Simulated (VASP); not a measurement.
Wanted: the native input for a VASP 6.6.1 run.

* Task: single point
* Functional: PBE
* Potentials or basis: VASP PAW PBE potentials, release 64 (Ga_d, N)
* Cutoff: 520 eV
* k mesh: 4 × 4 × 4
* Occupations: gaussian, width 0.1 eV
* Spin: collinear spin, ferromagnetic start
* Starting moments: [0.0, 0.0, 0.0, 0.0, 0.0, 1.0] μB
* Dipole correction: no
* Further INCAR settings: ALGO = Normal; EDIFF = 1e-07; NBANDS = 48

The structure of Ga5N lies in POSCAR:

```
Ga5N
1.0
    0.0000000000      3.6654748600      3.6654748600
    3.6654748600      0.0000000000      3.6654748600
    3.6654748600      3.6654748600      0.0000000000
Ga N
5 1
Direct
    0.3778550300      0.3778550300      0.3778550300
    0.3778550300      0.3778550300      0.8664349100
    0.3778550300      0.8664349100      0.3778550300
    0.8664349100      0.3778550300      0.3778550300
    0.0000000000      0.0000000000      0.0000000000
    0.5000000000      0.5000000000      0.5000000000
```

One way to write it, as run:

INCAR

```
SYSTEM = Ga5N
PREC     = Accurate       ! precision mode
ENCUT    = 520            ! plane-wave cutoff, eV
EDIFF    = 1E-7           ! SCF threshold, eV
ISMEAR   = 0              ! smearing method
SIGMA    = 0.1            ! smearing width, eV
LREAL    = .FALSE.        ! projectors in reciprocal space
LASPH    = .TRUE.         ! aspherical terms in the spheres
NELM     = 150            ! most SCF steps
ALGO     = Normal         ! electronic algorithm
ISIF     = 2              ! what is computed and relaxed
LWAVE    = .FALSE.        ! write WAVECAR
LCHARG   = .TRUE.         ! write CHGCAR
ISPIN    = 2              ! spin polarisation
MAGMOM   = 0 0 0 0 0 1    ! initial moments
LORBIT   = 11             ! projections on sites
GGA      = PE             ! functional
LELF     = .TRUE.         ! ELF
LVHAR    = .TRUE.       
NBANDS   = 48             ! bands
```

KPOINTS

```
Automatic mesh
0
G
  4 4 4
  0 0 0
```

Potentials or basis: VASP PAW PBE potentials, release 64 (Ga_d, N).

The run is started by

```console
$ cat potpaw_PBE.64/Ga_d/POTCAR potpaw_PBE.64/N/POTCAR > POTCAR
$ mpirun -np 1 vasp_std > vasp.out
```

It gave:

```yaml
Pressure: 58.2 GPa
Largest_force: 16.771 eV/Å
Band_gap_on_the_k_mesh: zero (filled and empty bands overlap)
Net_moment: 0.00 μB per cell
Valence_electrons_inside_the_program's_atomic_spheres: Ga 12.27, 11.53; N 4.41
```

Caveat: the k points lie up to 0.37 Å⁻¹ apart; forces of over 1 eV/Å act on the atoms, so gaps and moduli don't describe the material at rest.

It took 2.1 min on 1 thread of Intel(R) Xeon(R) Platinum 8259CL CPU @ 2.50GHz (Skylake/Cascade Lake), with other jobs on the host, peak memory 0.3 GiB.
